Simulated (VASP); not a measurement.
# WC (NiAs type) (P6_3/mmc) in VASP: relaxation of cell and atoms with PBE

Aim: the relaxation of cell and atoms of WC (NiAs type) with PBE.

Program: VASP 6.6.1. These are calculated values, not measurements. Logs are shortened: lines on timing, memory, paths and dates and some standing lists are left out, and cuts for length are marked.

## (1) The cell of the first run

The structure is hexagonal, space group P6_3/mmc (No. 194). The conventional cell has a = 3.077 Å, b = 3.077 Å, c = 4.769 Å, α = 90.00°, β = 90.00°, γ = 120.00°. W (site symmetry -3m) has 6 C at 2.14 Å and 2 W at 2.38 Å within 2.8 Å. Within 2.8 Å of C (site symmetry -6m2) lie 6 W at 2.14 Å.

## (2) Relaxation of cell and atoms, PBE, target pressure 31 GPa, at which the enthalpy is minimised

The input, INCAR:

```
SYSTEM = WC
PREC = Accurate
ENCUT = 600
EDIFF = 1E-7
ISMEAR = -1
SIGMA = 0.1
LREAL = .False.
LASPH = .True.
NELM = 100
ALGO = Normal
ISIF = 3
LWAVE = .False.
LCHARG = .False.
GGA = PE
IBRION = 2
NSW = 60
EDIFFG = -0.005
PSTRESS = 310.0
```

The input, KPOINTS:

```
regular mesh
0
Gamma
  10 10 6
  0 0 0
```

The input, POSCAR:

```
WC
1.0
    3.0765417647      0.0000000000      0.0000000000
   -1.5382708823      2.6643633240      0.0000000000
    0.0000000000      0.0000000000      4.7686397352
W C
2 2
Direct
    0.0000000000      0.0000000000      0.0000000000
    0.0000000000      0.0000000000      0.5000000000
    0.3333333333      0.6666666667      0.2500000000
    0.6666666667      0.3333333333      0.7500000000
```

Potentials or basis: VASP PAW PBE potentials, release 64 (W_sv, C).

Command:

```console
$ cat potpaw_PBE.64/W_sv/POTCAR potpaw_PBE.64/C/POTCAR > POTCAR
$ mpirun -np 1 vasp_std > vasp.out
```

OUTCAR:

```text
SYSTEM = WC
   PREC = Accurate
   ENCUT = 600
   EDIFF = 1E-7
   ISMEAR = -1
   LREAL = .False.
   LASPH = .True.
   NELM = 100
   ISIF = 3
   GGA = PE
   IBRION = 2
   NSW = 60
   EDIFFG = -0.005
   PSTRESS = 310.0

 ion  position               nearest neighbor table
   1  0.000  0.000  0.000-   3 2.14   4 2.14   3 2.14   4 2.14   4 2.14   3 2.14   2 2.38   2 2.38

   2  0.000  0.000  0.500-   3 2.14   4 2.14   3 2.14   4 2.14   4 2.14   3 2.14   1 2.38   1 2.38

   3  0.333  0.667  0.250-   1 2.14   2 2.14   1 2.14   2 2.14   1 2.14   2 2.14
   4  0.667  0.333  0.750-   1 2.14   2 2.14   1 2.14   2 2.14   1 2.14   2 2.14

  LATTYP: Found a hexagonal cell.
 ALAT       =     3.0765417647
 C/A-ratio  =     1.5500000000

  Lattice vectors:

 A1 = (   3.0765417647,   0.0000000000,   0.0000000000)
 A2 = (  -1.5382708823,   2.6643633240,   0.0000000000)
 A3 = (   0.0000000000,   0.0000000000,   4.7686397352)

Analysis of symmetry for initial positions (statically):
=====================================================================
 Subroutine PRICEL returns:
 Original cell was already a primitive cell.

 Routine SETGRP: Setting up the symmetry group for a
 hexagonal supercell.

 Subroutine GETGRP returns: Found 24 space group operations
 (whereof 12 operations were pure point group operations)
 out of a pool of 24 trial point group operations.

The static configuration has the point symmetry D_3d.
 The point group associated with its full space group is D_6h.

Analysis of symmetry for dynamics (positions and initial velocities):
=====================================================================
 Subroutine PRICEL returns:
 Original cell was already a primitive cell.

 Routine SETGRP: Setting up the symmetry group for a
 hexagonal supercell.

 Subroutine GETGRP returns: Found 24 space group operations
 (whereof 12 operations were pure point group operations)
 out of a pool of 24 trial point group operations.

The dynamic configuration has the point symmetry D_3d.
 The point group associated with its full space group is D_6h.

 Subroutine INISYM returns: Found 24 space group operations
 (whereof 12 operations are pure point group operations),
 and found     1 'primitive' translations

----------------------------------------------------------------------------------------

                                     Primitive cell

  volume of cell :      39.0887

  direct lattice vectors                    reciprocal lattice vectors
     3.076541765  0.000000000  0.000000000     0.325040281  0.187662094  0.000000000
    -1.538270882  2.664363324  0.000000000     0.000000000  0.375324188  0.000000000
     0.000000000  0.000000000  4.768639735     0.000000000  0.000000000  0.209703407

  length of vectors
     3.076541765  3.076541765  4.768639735     0.375324188  0.375324188  0.209703407

  position of ions in fractional coordinates (direct lattice)
     0.000000000  0.000000000  0.000000000
     0.000000000  0.000000000  0.500000000
     0.333333333  0.666666667  0.250000000
     0.666666667  0.333333333  0.750000000

  ion indices of the primitive-cell ions
   primitive index   ion index
                 1           1
                 2           2
                 3           3
                 4           4

----------------------------------------------------------------------------------------

 KPOINTS: regular mesh

Automatic generation of k-mesh.
 Grid dimensions read from file:
 generate k-points for:   10   10    6

 Generating k-lattice:

  Cartesian coordinates                     Fractional coordinates (reciprocal lattice)
     0.032504028  0.018766209  0.000000000     0.100000000  0.000000000  0.000000000
     0.000000000  0.037532419  0.000000000     0.000000000  0.100000000  0.000000000
     0.000000000  0.000000000  0.034950568     0.000000000  0.000000000  0.166666667

  Length of vectors
     0.037532419  0.037532419  0.034950568

  Shift w.r.t. Gamma in fractional coordinates (k-lattice)
     0.000000000  0.000000000  0.000000000

 Subroutine IBZKPT returns following result:
 ===========================================

 Found     56 irreducible k-points:

 Following reciprocal coordinates:
            Coordinates               Weight
  0.000000  0.000000  0.000000      1.000000
  0.100000  0.000000  0.000000      6.000000
  0.200000  0.000000  0.000000      6.000000
  0.300000  0.000000  0.000000      6.000000
  0.400000 -0.000000  0.000000      6.000000
  0.500000 -0.000000  0.000000      3.000000
[... 16 lines left out ...]
  0.300000  0.100000  0.166667     24.000000
  0.400000  0.100000  0.166667     24.000000
 [... further k-points ...]
   k-points           NKPTS =     56   k-points in BZ     NKDIM =     56   number of bands    NBANDS=     22
   number of dos      NEDOS =    301   number of ions     NIONS =      4
   total plane-waves  NPLWV =  31360
   dimension x,y,z NGX =    28 NGY =   28 NGZ =   40
   dimension x,y,z NGXF=    56 NGYF=   56 NGZF=   80
   ions per type =               2   2
   NGX,Y,Z   is equivalent  to a cutoff of  15.13, 15.13, 13.94 a.u.
   NGXF,Y,Z  is equivalent  to a cutoff of  30.26, 30.26, 27.89 a.u.
 SYSTEM =  WC
   PREC   = accura    normal or accurate (medium, high low for compatibility)
   ISTART =      0    job   : 0-new  1-cont  2-samecut
   ICHARG =      2    charge: 1-file 2-atom 10-const
   ISPIN  =      1    spin polarized calculation?
   LNONCOLLINEAR =      F non collinear calculations
   LSORBIT =      F    spin-orbit coupling
   LASPH  =      T    aspherical Exc in radial PAW
   ENCUT  =  600.0 eV  44.10 Ry    6.64 a.u.   6.14  6.14  9.52*2*pi/ulx,y,z
   NELM   =    100;   NELMIN=  2; NELMDL= -5     # of ELM steps
   EDIFF  = 0.1E-06   stopping-criterion for ELM
   LREAL  =      F    real-space projection
   EDIFFG = -.5E-02   stopping-criterion for IOM
   NSW    =     60    number of steps for IOM
   IBRION =      2    ionic relax: 0-MD 1-quasi-New 2-CG
   NFREE  =      1    steps in history (QN), initial steepest desc. (CG)
   ISIF   =      3    stress and relaxation
   ISYM   =      2    0-nonsym 1-usesym 2-fastsym
   POTIM  = 0.5000    time-step for ionic-motion
   TEBEG  =    0.0;   TEEND  =   0.0 temperature during run
   PSTRESS=  310.0 pullay stress
   NELECT =      36.0000    total number of electrons
   NUPDOWN=      -1.0000    fix difference up-down
   EMIN   =  10.00;   EMAX   =-10.00  energy-range for DOS
   EFERMI =   0.00;   METHOD = LEGACY
   ISMEAR =    -1;   SIGMA  =   0.10  broadening in eV -4-tet -1-fermi 0-gaus
   EFERMI_NEDOS =   21; number of points for ismear=-14 and -15
   IALGO  =     38    algorithm
   IMIX   =      4    mixing-type and parameters
     AMIX     =   0.40;   BMIX     =  1.00
     AMIX_MAG =   1.60;   BMIX_MAG =  1.00
  volume/ion in A,a.u.               =       9.77        65.95
  Fermi-wavevector in a.u.,A,eV,Ry     =   1.592791  3.009938 34.517743  2.536983
  Thomas-Fermi vector in A             =   2.691121
   LORBIT       =      0    0 simple, 1 ext, 2 COOP (PROOUT), +10 PAW based schemes
   GGA     = PE    functional components
   LHFCALC =     F    Hartree Fock is set to
   AEXX    =    0.0000 exact exchange contribution
   IVDW    =     0    specifies the selected vdW correction
   LEPSILON=     F    determine dielectric tensor
   LRPA    =     F    only Hartree local field effects (RPA)
 conjugate gradient relaxation of ions
 non-spin polarized calculation
  energy-cutoff  :      600.00
  volume of cell :       39.09
 maximum number of plane-waves:      1339
 NGX is ok and might be reduce to    28
   NGX = 13   NGY = 13   NGZ = 19

--------------------------------------- Ionic step        1  -------------------------------------------

 number of electron      35.9999995 magnetization

 Free energy of the ion-electron system (eV)
  ---------------------------------------------------
  ext. energy  EPLUGINS =         0.00000000
  ---------------------------------------------------
  free energy    TOTEN  =       -40.91368957 eV

  energy without entropy =      -40.86039114  energy(sigma->0) =      -40.88704035

------------------------ aborting loop because EDIFF is reached ----------------------------------------

  FORCE on cell =-STRESS in cart. coord.  units (eV):
  Direction    XX          YY          ZZ          XY          YZ          ZX
  --------------------------------------------------------------------------------------
  -------------------------------------------------------------------------------------
  Total        6.3176196      6.3176196     36.5765408      0.0000000      0.0000000      0.0000000
  in kB      258.9484275    258.9484275   1499.2098870      0.0000000      0.0000000      0.0000000
  external PRESSURE =     362.3689140 kB  Pullay stress =     310.0000000 kB
[... 25 lines left out ...]
  enthalpy is  TOTEN    =       -33.3505539786 eV   P V=        7.5631355937

--------------------------------------- Ionic step        2  -------------------------------------------

 number of electron      35.9999993 magnetization

 E-fermi :   8.5071     XC(G=0): -12.6807

 val. band max:        8.4549846228   @ k =   0.0000   0.0000   0.5000
 cond. band min:       8.5523534417   @ k =   0.1000   0.0000   0.1667
 fundamental gap:      0.0973688189
 Fermi energy:         8.5070844697

 k-point     1 :       0.0000    0.0000    0.0000
  band No.  band energies     occupation
      1     -66.0598      2.00000
      2     -66.0529      2.00000
      3     -30.3080      2.00000
      4     -30.1079      2.00000
      5     -29.9339      2.00000
      6     -29.9339      2.00000
[... 662 lines left out ...]
  FREE ENERGIE OF THE ION-ELECTRON SYSTEM (eV)
  ---------------------------------------------------
  free  energy   TOTEN  =       -43.6843147375 eV

  energy  without entropy=      -43.6289231742  energy(sigma->0) =      -43.65661896

  enthalpy is  TOTEN    =       -35.0777073694 eV   P V=        8.6066073682

[... ionic steps 4 to 11 ...]

--------------------------------------- Ionic step       12  -------------------------------------------

 number of electron      35.9999993 magnetization

------------------------ aborting loop because EDIFF is reached ----------------------------------------

  FORCE on cell =-STRESS in cart. coord.  units (eV):
  Direction    XX          YY          ZZ          XY          YZ          ZX
  --------------------------------------------------------------------------------------
  -------------------------------------------------------------------------------------
  Total        7.7061254      7.7061254      7.7626643      0.0000000     -0.0000000      0.0000000
  in kB      312.0788855    312.0788855    314.3685714      0.0000000     -0.0000000      0.0000000
  external PRESSURE =       2.8421141 kB  Pullay stress =     310.0000000 kB
[... 65 lines left out ...]
  enthalpy is  TOTEN    =       -36.1797084929 eV   P V=        7.6657615943

--------------------------------------- Ionic step       14  -------------------------------------------

 number of electron      35.9999993 magnetization

 Free energy of the ion-electron system (eV)
  ---------------------------------------------------
  ext. energy  EPLUGINS =         0.00000000
  ---------------------------------------------------
  free energy    TOTEN  =       -43.83839308 eV

  energy without entropy =      -43.80622245  energy(sigma->0) =      -43.82230776

 E-fermi :  11.9784     XC(G=0): -14.0695

 val. band max:       11.9528855726   @ k =   0.1000   0.0000   0.1667
 cond. band min:      12.0120744193   @ k =   0.1000   0.0000   0.0000
 fundamental gap:      0.0591888466
 Fermi energy:        11.9784245147

 k-point     1 :       0.0000    0.0000    0.0000
  band No.  band energies     occupation
      1     -62.0561      2.00000
      2     -62.0124      2.00000
      3     -26.8368      2.00000
      4     -26.0398      2.00000
      5     -25.9262      2.00000
      6     -25.9262      2.00000
[... 622 lines left out ...]
  FREE ENERGIE OF THE ION-ELECTRON SYSTEM (eV)
  ---------------------------------------------------
  free  energy   TOTEN  =       -43.8383930764 eV

  energy  without entropy=      -43.8062224529  energy(sigma->0) =      -43.82230776

  enthalpy is  TOTEN    =       -36.1797822075 eV   P V=        7.6586108689

 reached required accuracy - stopping structural energy minimisation
```

Run time: 20 min. Hardware: 1 thread of AMD EPYC 7R13, shared host; peak memory 0.2 GiB.

Results:

| Item | Value |
| --- | --- |
| Free energy | -43.8384 eV |
| Relaxed volume | 9.90 Å³/atom |
| Relaxed cell | a = 2.844 Å, b = 2.844 Å, c = 5.652 Å, α = 90.00°, β = 90.00°, γ = 120.00° |
| Space group after relaxing (to 0.1 Å) | P6_3/mmc (No. 194) |
| Energy change on relaxing (the run minimises the enthalpy) | -731.2 meV/atom |
| Ionic steps | 14 |
| Pressure after relaxing | 31.0 GPa |
| Band gap on the k mesh | zero (bands 18 and 19 overlap by 0.62 eV) |

The path:
| step | energy change (eV) | largest force (eV/Å) | pressure (GPa) | volume (Å³) |
| --- | --- | --- | --- | --- |
| 1 | 0.0000 | 0.0000 | 67.24 | 39.09 |
| 2 | -1.2998 | 0.0000 | -48.03 | 51.19 |
| 3 | -2.7706 | 0.0000 | -9.55 | 44.48 |
| 4 | 1.4228 | 0.0000 | 98.03 | 35.59 |
| 5 | -3.1517 | 0.0000 | 7.52 | 41.61 |
| 6 | -3.1138 | 0.0000 | 9.80 | 41.34 |
| 7 | -1.3083 | 0.0000 | 95.96 | 35.91 |
| 8 | -2.9528 | 0.0000 | 29.12 | 39.73 |
| 9 | -2.9345 | 0.0000 | 30.43 | 39.63 |
| 10 | -2.9279 | 0.0000 | 30.89 | 39.60 |
| 11 | -2.9183 | 0.0000 | 31.41 | 39.55 |
| 12 | -2.9209 | 0.0000 | 31.28 | 39.56 |
| 13 | -2.9318 | 0.0000 | 30.51 | 39.62 |
| 14 | -2.9247 | 0.0000 | 31.01 | 39.58 |

Final structure:
```
W C
1.0
     2.84359    0.00000    0.00000
    -1.42179    2.46262    0.00000
     0.00000    0.00000    5.65243
W C
2 2
Direct
  0.00000 0.00000 0.00000
  0.00000 0.00000 0.50000
  0.33333 0.66667 0.25000
  0.66667 0.33333 0.75000
```

Caveat: the cell is relaxed towards a set pressure, so the run minimises the enthalpy, not the energy; a cell axis changed by over 15 % at a fixed basis, so the end point is rough; spin-orbit coupling is left out, which moves the levels of the heavy elements.

The gap in the log of VASP goes by the Fermi energy; the results here count the filled bands.